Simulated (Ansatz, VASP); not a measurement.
## TaN: VASP beside Ansatz

Contents of INCAR:

```
PREC = Accurate ; ENCUT = 700
EDIFF = 1E-6 ; ISMEAR = -1
SIGMA = 0.05 ; LREAL = F
LASPH = T ; NELM = 200
ALGO = Normal ; ISIF = 2
LWAVE = F ; LCHARG = F
LNONCOLLINEAR = T ; MAGMOM = 0 0 0 0 0 0
LORBIT = 11 ; LSORBIT = T
GGA_COMPAT = F ; LORBMOM = T
LMAXMIX = 4 ; GGA = PS
NBANDS = 30
```

KPOINTS

```
regular mesh
0
Gamma
  7 7 7
```

The input POSCAR:

```
TaN
1.0
    0.0000000000      2.2113230000      2.2113230000
    2.2113230000      0.0000000000      2.2113230000
    2.2113230000      2.2113230000      0.0000000000
Ta N
1 1
Direct
    0.5000000000      0.5000000000      0.5000000000
    0.0000000000      0.0000000000      0.0000000000
```

Contents of input.yaml:

```yaml
crystal:
  lattice:
    - [0.0, 2.211323, 2.211323]
    - [2.211323, 0.0, 2.211323]
    - [2.211323, 2.211323, 0.0]
  atoms:
    - { symbol: Ta, position: [0.5, 0.5, 0.5] }
    - { symbol: "N", position: [0.0, 0.0, 0.0] }
hamiltonian:
  xc: pbesol
  pseudopotentials: { kind: paw_fr }
magnetization:
  noncollinear: true
  spin_orbit: true
kpoints:
  mp_grid: { grid: [7, 7, 7] }
  band_path:
    path:
      - [[0.0, 0.0, 0.0], [0.5, 0.0, 0.5], [0.5, 0.25, 0.75], [0.375, 0.375, 0.75], [0.0, 0.0, 0.0], [0.5, 0.5, 0.5], [0.625, 0.25, 0.625], [0.5, 0.25, 0.75], [0.5, 0.5, 0.5], [0.375, 0.375, 0.75]]
      - [[0.625, 0.25, 0.625], [0.5, 0.0, 0.5]]
    npoints: 14
scf:
  occupations: { method: fermi_dirac, width: 0.05 }
  n_extra_bands: 6
output:
  forces: true
  stress: true
  eigenvalues: true
  fatbands: true
```

Alike in both runs: functional PBEsol; k mesh 7 × 7 × 7; occupations fermi-dirac, width 0.05 eV; non-collinear spin, spin-orbit coupling.

```csv
,VASP,Ansatz
version,VASP 6.6.1,Ansatz 0.2.0
potentials or method,"VASP PAW PBE potentials, release 64 (Ta_sv_GW, N)",Ansatz PAW
plane-wave cutoff (eV),700,420
valence electrons in the cell,18,18
task,single point,band structure
```

VASP gave:

```
pressure (GPa) : -10.5
```

**Question.** Estimate Ansatz's values.

**Answer.** Pressure (GPa): -10.9.

VASP's potentials were made for PBE, not for PBEsol.
